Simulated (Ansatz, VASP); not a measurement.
**Ir: VASP beside Ansatz**

```
Ir
1.0
     2.73637    0.00000    0.00000
    -1.36819    2.36977    0.00000
     0.00000    0.00000    6.70632
Ir
3
Direct
  0.00000 0.00000 0.00000
  0.33333 0.66667 0.33333
  0.66667 0.33333 0.66667
```

Alike in both runs: functional PBE; k mesh 18 × 18 × 7; occupations gaussian, width 0.1 eV; no spin polarisation.

Ansatz relaxed the structure, and its values are those at the end. VASP's run is a single point on that final structure, the one shown.

|  | VASP | Ansatz |
| --- | --- | --- |
| version | VASP 6.6.1 | Ansatz 0.2.0 |
| potentials or method | VASP PAW PBE potentials, release 64 (Ir), cutoff 520 eV | scalar-relativistic, plane waves, PAW |
| valence electrons in the cell | 27 | 51 |

```tsv
	VASP	Ansatz	Ansatz less VASP
gap on the k mesh at the Fermi level (eV)	none	none	-
pressure (GPa)	0.4	0.0	-0.40
```

A gap of «none» marks a metal or a gap that the smearing closes. The functional is the same, so the differences come from potentials, cutoffs and numerics. VASP's potentials hold 27 valence electrons a cell and Ansatz's 51, so a difference there can come from the potentials and not from the codes.

Neither program's run includes spin-orbit coupling.
